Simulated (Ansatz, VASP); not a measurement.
## Pt in VASP and in Ansatz

POSCAR

```
Pt
1.0
   -1.5821724000      1.5849819900      1.5846552900
    1.6029151900     -1.5797795700      1.6001956600
    1.5674823500      1.5650895200     -1.5794528700
Pt
1
Direct
    0.0000000000      0.0000000000      0.0000000000
```

INCAR.step1

```
PREC     = Accurate       # precision mode
ENCUT    = 520            # plane-wave cutoff, eV
EDIFF    = 1E-5           # SCF threshold, eV
ISMEAR   = -1             # smearing method
SIGMA    = 0.05           # smearing width, eV
LREAL    = False          # projectors in reciprocal space
LASPH    = True           # aspherical terms in the spheres
NELM     = 60             # most SCF steps
ALGO     = Normal         # electronic algorithm
ISIF     = 2              # what is computed and relaxed
LWAVE    = True           # write WAVECAR
NBANDS   = 11             # bands
GGA      = PE             # functional
```

The input INCAR.step2:

```
PREC     = Accurate       # precision mode
ENCUT    = 520            # plane-wave cutoff, eV
EDIFF    = 1E-7           # SCF threshold, eV
ISMEAR   = -1             # smearing method
SIGMA    = 0.05           # smearing width, eV
LREAL    = False          # projectors in reciprocal space
LASPH    = True           # aspherical terms in the spheres
NELM     = 60             # most SCF steps
ALGO     = Normal         # electronic algorithm
ISIF     = 2              # what is computed and relaxed
LWAVE    = False          # write WAVECAR
LCHARG   = True           # write CHGCAR
GGA      = PE             # functional
LHFCALC  = True           # exact exchange
AEXX     = 1.0            # exact-exchange fraction
ALDAC    = 0.0          
AGGAC    = 0.0          
PRECFOCK = Normal       
LELF     = True           # ELF
LVHAR    = True         
NBANDS   = 11             # bands
ISTART   = 1
```

Contents of KPOINTS:

```
Automatic mesh
0
Gamma
  6 6 6
```

input.yaml

```yaml
crystal:
  lattice:
    - [-1.5821724, 1.58498199, 1.58465529]
    - [1.60291519, -1.57977957, 1.60019566]
    - [1.56748235, 1.56508952, -1.57945287]
  atoms:
    - { symbol: Pt, position: [0.0, 0.0, 0.0] }
hamiltonian:
  xc: hf
  pseudopotentials: { kind: paw }
kpoints:
  mp_grid: { grid: [6, 6, 6] }
scf:
  occupations: { method: fermi_dirac, width: 0.05 }
output:
  forces: true
  stress: true
  eigenvalues: true
  write_density: true
  write_potential: true
  elf: true
  volumetric_format: npy
```

Change from the starting cell: cell sheared at random, sigma 0.01, atoms nudged by 0.01 Å.

Alike in both runs: task single point; functional HF; k mesh 6 × 6 × 6; occupations fermi-dirac, width 0.05 eV; no spin polarisation.

```csv
,VASP,Ansatz
version,VASP 6.6.1,Ansatz 0.2.0
potentials or method,"VASP PAW PBE potentials, release 64 (Pt)",Ansatz PAW
plane-wave cutoff (eV),520,420
valence electrons in the cell,10,18
```

```tsv
	VASP	Ansatz	Ansatz less VASP
pressure (GPa)	0.2	0.1	-0.17
traceless stress, the component that is largest in VASP (GPa)	2.19	2.24	+0.052
```

VASP's potentials were made for PBE, not for HF. VASP's potentials hold 10 valence electrons a cell and Ansatz's 18, so a difference there can come from the potentials and not from the codes.

The k mesh is coarse, so the values compare programs but aren't converged. Spin-orbit coupling is off throughout.
